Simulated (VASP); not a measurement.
# LiH (P6_3/mmc) in VASP: further runs

The runs below take LiH through single point, with PBE.

Program: VASP 6.6.1. These are calculated values, not measurements. Logs are shortened: lines on timing, memory, paths and dates and some standing lists are left out, and cuts for length are marked.

## Step 1: The cell of the first run

The structure is hexagonal, space group P6_3/mmc (No. 194). Conventional cell: a = 3.187 Å, b = 3.187 Å, c = 3.989 Å, α = 90.00°, β = 90.00°, γ = 120.00°. Within 2.4 Å of Li (site symmetry -6m2) lie 5 H at 1.84 to 1.99 Å. Within 2.4 Å of H (site symmetry -6m2) lie 5 Li at 1.84 to 1.99 Å.

## Step 2: Single point, PBE (8.77 Å³/atom)

Input file INCAR:

```
SYSTEM = LiH
PREC = Accurate
ENCUT = 520
EDIFF = 1E-6
ISMEAR = 0
SIGMA = 0.01
LREAL = .FALSE.
LASPH = .TRUE.
NELM = 80
ALGO = Normal
ISIF = 2
LWAVE = .FALSE.
LCHARG = .FALSE.
GGA = PE
NBANDS = 12
```

Input file KPOINTS:

```
Automatic mesh
0
G
  9 9 6
  0 0 0
```

Input file POSCAR:

```
LiH
1.0
    3.1867847384      0.0000000000      0.0000000000
   -1.5933923692      2.7598365398      0.0000000000
    0.0000000000      0.0000000000      3.9892873901
Li H
2 2
Direct
    0.3333333333      0.6666666667      0.2500000000
    0.6666666667      0.3333333333      0.7500000000
    0.6666666667      0.3333333333      0.2500000000
    0.3333333333      0.6666666667      0.7500000000
```

Potentials or basis: VASP PAW PBE potentials, release 64 (Li_sv, H).

On the command line:

```console
cat potpaw_PBE.64/Li_sv/POTCAR potpaw_PBE.64/H/POTCAR > POTCAR
mpirun -np 1 vasp_std > vasp.out
```

OUTCAR:

```text
SYSTEM = LiH
   PREC = Accurate
   ENCUT = 520
   EDIFF = 1E-6
   ISMEAR = 0
   LREAL = .FALSE.
   LASPH = .TRUE.
   NELM = 80
   ISIF = 2
   GGA = PE

 ion  position               nearest neighbor table
   1  0.333  0.667  0.250-
   2  0.667  0.333  0.750-
   3  0.667  0.333  0.250-
   4  0.333  0.667  0.750-

  LATTYP: Found a hexagonal cell.
 ALAT       =     3.1867847384
 C/A-ratio  =     1.2518220456

  Lattice vectors:

 A1 = (   3.1867847384,   0.0000000000,   0.0000000000)
 A2 = (  -1.5933923692,   2.7598365398,   0.0000000000)
 A3 = (   0.0000000000,   0.0000000000,   3.9892873901)

Analysis of symmetry for initial positions (statically):
=====================================================================
 Subroutine PRICEL returns:
 Original cell was already a primitive cell.

 Routine SETGRP: Setting up the symmetry group for a
 hexagonal supercell.

 Subroutine GETGRP returns: Found 24 space group operations
 (whereof 12 operations were pure point group operations)
 out of a pool of 24 trial point group operations.

The static configuration has the point symmetry D_3d.
 The point group associated with its full space group is D_6h.

Analysis of symmetry for dynamics (positions and initial velocities):
=====================================================================
 Subroutine PRICEL returns:
 Original cell was already a primitive cell.

 Routine SETGRP: Setting up the symmetry group for a
 hexagonal supercell.

 Subroutine GETGRP returns: Found 24 space group operations
 (whereof 12 operations were pure point group operations)
 out of a pool of 24 trial point group operations.

The dynamic configuration has the point symmetry D_3d.
 The point group associated with its full space group is D_6h.

 Subroutine INISYM returns: Found 24 space group operations
 (whereof 12 operations are pure point group operations),
 and found     1 'primitive' translations

----------------------------------------------------------------------------------------

                                     Primitive cell

  volume of cell :      35.0858

  direct lattice vectors                    reciprocal lattice vectors
     3.186784738  0.000000000  0.000000000     0.313795905  0.181170150  0.000000000
    -1.593392369  2.759836540  0.000000000     0.000000000  0.362340300  0.000000000
     0.000000000  0.000000000  3.989287390     0.000000000  0.000000000  0.250671336

  length of vectors
     3.186784738  3.186784738  3.989287390     0.362340300  0.362340300  0.250671336

  position of ions in fractional coordinates (direct lattice)
     0.333333333  0.666666667  0.250000000
     0.666666667  0.333333333  0.750000000
     0.666666667  0.333333333  0.250000000
     0.333333333  0.666666667  0.750000000

  ion indices of the primitive-cell ions
   primitive index   ion index
                 1           1
                 2           2
                 3           3
                 4           4

----------------------------------------------------------------------------------------

 KPOINTS: Automatic mesh

Automatic generation of k-mesh.
 Grid dimensions read from file:
 generate k-points for:    9    9    6

 Generating k-lattice:

  Cartesian coordinates                     Fractional coordinates (reciprocal lattice)
     0.034866212  0.020130017  0.000000000     0.111111111  0.000000000  0.000000000
     0.000000000  0.040260033  0.000000000     0.000000000  0.111111111  0.000000000
     0.000000000  0.000000000  0.041778556     0.000000000  0.000000000  0.166666667

  Length of vectors
     0.040260033  0.040260033  0.041778556

  Shift w.r.t. Gamma in fractional coordinates (k-lattice)
     0.000000000  0.000000000  0.000000000

 Subroutine IBZKPT returns following result:
 ===========================================

 Found     48 irreducible k-points:

 Following reciprocal coordinates:
            Coordinates               Weight
  0.000000  0.000000  0.000000      1.000000
  0.111111 -0.000000  0.000000      6.000000
  0.222222 -0.000000  0.000000      6.000000
  0.333333  0.000000  0.000000      6.000000
  0.444444 -0.000000  0.000000      6.000000
  0.111111  0.111111  0.000000      6.000000
[... 16 lines left out ...]
  0.333333  0.222222  0.166667     24.000000
  0.333333  0.333333  0.166667      4.000000
 [... further k-points ...]
   k-points           NKPTS =     48   k-points in BZ     NKDIM =     48   number of bands    NBANDS=     12
   number of dos      NEDOS =    301   number of ions     NIONS =      4
   total plane-waves  NPLWV =  17280
   dimension x,y,z NGX =    24 NGY =   24 NGZ =   30
   dimension x,y,z NGXF=    48 NGYF=   48 NGZF=   60
   ions per type =               2   2
   NGX,Y,Z   is equivalent  to a cutoff of  12.52, 12.52, 12.50 a.u.
   NGXF,Y,Z  is equivalent  to a cutoff of  25.04, 25.04, 25.00 a.u.
 SYSTEM =  LiH
   PREC   = accura    normal or accurate (medium, high low for compatibility)
   ISTART =      0    job   : 0-new  1-cont  2-samecut
   ICHARG =      2    charge: 1-file 2-atom 10-const
   ISPIN  =      1    spin polarized calculation?
   LNONCOLLINEAR =      F non collinear calculations
   LSORBIT =      F    spin-orbit coupling
   LASPH  =      T    aspherical Exc in radial PAW
   ENCUT  =  520.0 eV  38.22 Ry    6.18 a.u.   5.93  5.93  7.42*2*pi/ulx,y,z
   NELM   =     80;   NELMIN=  2; NELMDL= -5     # of ELM steps
   EDIFF  = 0.1E-05   stopping-criterion for ELM
   LREAL  =      F    real-space projection
   EDIFFG = 0.1E-04   stopping-criterion for IOM
   NSW    =      0    number of steps for IOM
   IBRION =     -1    ionic relax: 0-MD 1-quasi-New 2-CG
   NFREE  =      0    steps in history (QN), initial steepest desc. (CG)
   ISIF   =      2    stress and relaxation
   ISYM   =      2    0-nonsym 1-usesym 2-fastsym
   POTIM  = 0.5000    time-step for ionic-motion
   TEBEG  =    0.0;   TEEND  =   0.0 temperature during run
   PSTRESS=    0.0 pullay stress
   NELECT =       8.0000    total number of electrons
   NUPDOWN=      -1.0000    fix difference up-down
   EMIN   =  10.00;   EMAX   =-10.00  energy-range for DOS
   EFERMI =   0.00;   METHOD = LEGACY
   ISMEAR =     0;   SIGMA  =   0.01  broadening in eV -4-tet -1-fermi 0-gaus
   EFERMI_NEDOS =   21; number of points for ismear=-14 and -15
   IALGO  =     38    algorithm
   IMIX   =      4    mixing-type and parameters
     AMIX     =   0.40;   BMIX     =  1.00
     AMIX_MAG =   1.60;   BMIX_MAG =  1.00
  volume/ion in A,a.u.               =       8.77        59.19
  Fermi-wavevector in a.u.,A,eV,Ry     =   1.000141  1.889992 13.609650  1.000281
  Thomas-Fermi vector in A             =   2.132477
   LORBIT       =      0    0 simple, 1 ext, 2 COOP (PROOUT), +10 PAW based schemes
   GGA     = PE    functional components
   LHFCALC =     F    Hartree Fock is set to
   AEXX    =    0.0000 exact exchange contribution
   IVDW    =     0    specifies the selected vdW correction
   LEPSILON=     F    determine dielectric tensor
   LRPA    =     F    only Hartree local field effects (RPA)
 non-spin polarized calculation
 Gauss-broadening in eV      SIGMA  =   0.01
  energy-cutoff  :      520.00
  volume of cell :       35.09
 maximum number of plane-waves:       954
 NGX is ok and might be reduce to    24
   NGX = 11   NGY = 11   NGZ = 15

 number of electron       8.0000012 magnetization

 Free energy of the ion-electron system (eV)
  ---------------------------------------------------
  ext. energy  EPLUGINS =         0.00000000
  ---------------------------------------------------
  free energy    TOTEN  =       -12.14794238 eV

  energy without entropy =      -12.14794238  energy(sigma->0) =      -12.14794238

 E-fermi :   0.2817     XC(G=0):  -8.0760

 val. band max:        0.1170889132   @ k =   0.0000   0.0000   0.0000
 cond. band min:       1.8332739328   @ k =   0.3333   0.3333   0.0000
 fundamental gap:      1.7161850196
 Fermi energy:         0.2816824149

 k-point     1 :       0.0000    0.0000    0.0000
  band No.  band energies     occupation
      1     -44.4617      2.00000
      2     -44.3899      2.00000
      3      -5.3472      2.00000
      4       0.1171      2.00000
      5       3.1292      0.00000
      6      11.1382      0.00000
      7      11.1382      0.00000
      8      11.9221      0.00000
      9      13.9186      0.00000
     10      13.9186      0.00000
     11      15.8723      0.00000
     12      18.5368      0.00000

 k-point     2 :       0.1111   -0.0000    0.0000
  band No.  band energies     occupation
      1     -44.4587      2.00000
      2     -44.3908      2.00000
      3      -5.1974      2.00000
      4       0.0305      2.00000
      5       3.3617      0.00000
      6       9.4949      0.00000
      7      10.2301      0.00000
      8      11.5980      0.00000
      9      15.1237      0.00000
     10      15.4289      0.00000
     11      15.5112      0.00000
     12      17.1330      0.00000

 k-point     3 :       0.2222   -0.0000    0.0000
  band No.  band energies     occupation
      1     -44.4504      2.00000
      2     -44.3935      2.00000
      3      -4.7512      2.00000
      4      -0.2692      2.00000
      5       4.0548      0.00000
      6       7.1369      0.00000
      7       8.9922      0.00000
      8      11.4244      0.00000
      9      14.4477      0.00000
     10      14.8648      0.00000
     11      16.0434      0.00000
     12      16.1396      0.00000

 k-point     4 :       0.3333    0.0000    0.0000
  band No.  band energies     occupation
      1     -44.4395      2.00000
      2     -44.3982      2.00000
      3      -4.0260      2.00000
      4      -0.8878      2.00000
      5       5.1850      0.00000
      6       5.5136      0.00000
      7       8.0984      0.00000
      8      10.6406      0.00000
      9      11.7150      0.00000
     10      15.1876      0.00000
     11      15.5212      0.00000
     12      16.4442      0.00000

 k-point     5 :       0.4444   -0.0000    0.0000
  band No.  band energies     occupation
      1     -44.4299      2.00000
      2     -44.4036      2.00000
      3      -3.1104      2.00000
      4      -1.7974      2.00000
      5       4.7679      0.00000
      6       6.6018      0.00000
      7       7.6415      0.00000
      8       9.4486      0.00000
      9       9.9889      0.00000
     10      15.1425      0.00000
     11      15.8018      0.00000
     12      16.5786      0.00000
[... 228 lines left out ...]
      1     -44.4251      2.00000
      2     -44.4072      2.00000
      3      -2.6922      2.00000
      4      -2.0640      2.00000
      5       3.6468      0.00000
      6       7.2996      0.00000
      7       7.3418      0.00000
      8       9.4784      0.00000
      9      11.3483      0.00000
     10      12.9580      0.00000
     11      16.2993      0.00000
     12      16.6722      0.00000

 k-point    22 :       0.2222    0.2222    0.1667
  band No.  band energies     occupation
      1     -44.4312      2.00000
      2     -44.4035      2.00000
      3      -3.4972      2.00000
      4      -1.3105      2.00000
      5       3.8256      0.00000
      6       5.9076      0.00000
      7       9.6494      0.00000
      8      10.2125      0.00000
      9      10.7275      0.00000
     10      13.5817      0.00000
     11      16.2837      0.00000
     12      16.5131      0.00000

 k-point    23 :       0.3333    0.2222    0.1667
  band No.  band energies     occupation
      1     -44.4228      2.00000
      2     -44.4088      2.00000
      3      -2.6944      2.00000
      4      -1.7577      2.00000
      5       2.7327      0.00000
      6       6.9186      0.00000
      7       8.3444      0.00000
      8       9.7845      0.00000
      9      11.0206      0.00000
     10      12.9562      0.00000
     11      15.7474      0.00000
     12      17.0895      0.00000

 k-point    24 :       0.3333    0.3333    0.1667
  band No.  band energies     occupation
      1     -44.4152      2.00000
      2     -44.4152      2.00000
      3      -2.0962      2.00000
      4      -2.0962      2.00000
      5       2.0929      0.00000
      6       8.1689      0.00000
      7       8.1689      0.00000
      8       8.2122      0.00000
      9      12.3049      0.00000
     10      12.3049      0.00000
     11      14.8559      0.00000
     12      18.7740      0.00000

 [... further k-points ...]

------------------------ aborting loop because EDIFF is reached ----------------------------------------

  FORCE on cell =-STRESS in cart. coord.  units (eV):
  Direction    XX          YY          ZZ          XY          YZ          ZX
  --------------------------------------------------------------------------------------
  -------------------------------------------------------------------------------------
  Total        0.4206151      0.4206151      0.4076582      0.0000000      0.0000000     -0.0000000
  in kB       19.2071969     19.2071969     18.6155271      0.0000000      0.0000000     -0.0000000
  external PRESSURE =      19.0099736 kB  Pullay stress =       0.0000000 kB

 VOLUME and BASIS-vectors are now :
 -----------------------------------------------------------------------------
  energy-cutoff  :      520.00
  volume of cell :       35.09
      direct lattice vectors                 reciprocal lattice vectors
     3.186784738  0.000000000  0.000000000     0.313795905  0.181170150  0.000000000
    -1.593392369  2.759836540  0.000000000     0.000000000  0.362340300  0.000000000
     0.000000000  0.000000000  3.989287390     0.000000000  0.000000000  0.250671336

 POSITION                                       TOTAL-FORCE (eV/Angst)
 -----------------------------------------------------------------------------------
     -0.00000      1.83989      0.99732        -0.000000      0.000000      0.000000
      1.59339      0.91995      2.99197         0.000000     -0.000000      0.000000
      1.59339      0.91995      0.99732        -0.000000      0.000000      0.000000
     -0.00000      1.83989      2.99197         0.000000     -0.000000      0.000000
 -----------------------------------------------------------------------------------
    total drift:                               -0.000000      0.000000      0.000000

  FREE ENERGIE OF THE ION-ELECTRON SYSTEM (eV)
  ---------------------------------------------------
  free  energy   TOTEN  =       -12.1479423846 eV

  energy  without entropy=      -12.1479423846  energy(sigma->0) =      -12.14794238
```

Run time: 22 s. Hardware: 1 thread of Intel Xeon 8259CL, shared host; peak memory 0.15 GiB.

What came out:

```
Free energy            : -12.1479 eV
Band gap on the k mesh : 1.72 eV (least direct gap 3.01 eV)
```

Levels at points of the mesh, in eV from the valence-band top:
| k point | band 1 | band 2 | band 3 | band 4 | band 5 | band 6 | band 7 | band 8 |
| --- | --- | --- | --- | --- | --- | --- | --- | --- |
| (0.00, 0.00, 0.00) | -44.58 | -44.51 | -5.46 | 0.00 | 3.01 | 11.02 | 11.02 | 11.80 |
| (0.00, 0.00, 0.50) | -44.54 | -44.54 | -3.92 | -3.92 | 9.91 | 9.91 | 13.13 | 13.13 |

Caveat: the cutoff is under 1.25 times the usual one of these potentials, so pressure, stress and relaxed cells hold a basis-set (Pulay) error. A k mesh can miss the band edges.

## Step 3: Single point, PBE (9.05 Å³/atom)

This run uses another cell than the first one, of 9.05 Å³/atom.

Input file INCAR:

```
PREC = Accurate
ENCUT = 520
EDIFF = 1E-6
ISMEAR = 0
SIGMA = 0.01
LREAL = F
LASPH = T
NELM = 60
ALGO = Normal
ISIF = 2
LWAVE = F
LCHARG = F
GGA = PE
NBANDS = 12
```

Input file KPOINTS:

```
Automatic mesh
0
Gamma
  9 9 6
```

Input file POSCAR:

```
LiH
1.0
    3.2203323062      0.0000000000      0.0000000000
   -1.6101661531      2.7888895858      0.0000000000
    0.0000000000      0.0000000000      4.0312829750
Li H
2 2
Direct
    0.3333333333      0.6666666667      0.2500000000
    0.6666666667      0.3333333333      0.7500000000
    0.6666666667      0.3333333333      0.2500000000
    0.3333333333      0.6666666667      0.7500000000
```

Potentials or basis: VASP PAW PBE potentials, release 64 (Li_sv, H).

On the command line:

```console
cat potpaw_PBE.64/Li_sv/POTCAR potpaw_PBE.64/H/POTCAR > POTCAR
mpirun -np 1 vasp_std > vasp.out
```

It took 22 s on 1 thread of Intel Xeon 8259CL, shared host; peak memory 0.14 GiB.

It converged, with:

| Property | Result |
| --- | --- |
| Free energy | -12.1588 eV |
| Band gap on the k mesh | 1.78 eV (least direct gap 3.04 eV) |

Levels at points of the mesh, in eV from the valence-band top:
| k point | band 1 | band 2 | band 3 | band 4 | band 5 | band 6 | band 7 | band 8 |
| --- | --- | --- | --- | --- | --- | --- | --- | --- |
| (0.00, 0.00, 0.00) | -44.60 | -44.53 | -5.34 | 0.00 | 3.04 | 10.86 | 10.86 | 11.59 |
| (0.00, 0.00, 0.50) | -44.56 | -44.56 | -3.82 | -3.82 | 9.73 | 9.73 | 12.92 | 12.92 |

Caveat: the cutoff is under 1.25 times the usual one of these potentials, so pressure, stress and relaxed cells hold a basis-set (Pulay) error. A k mesh can miss the band edges.
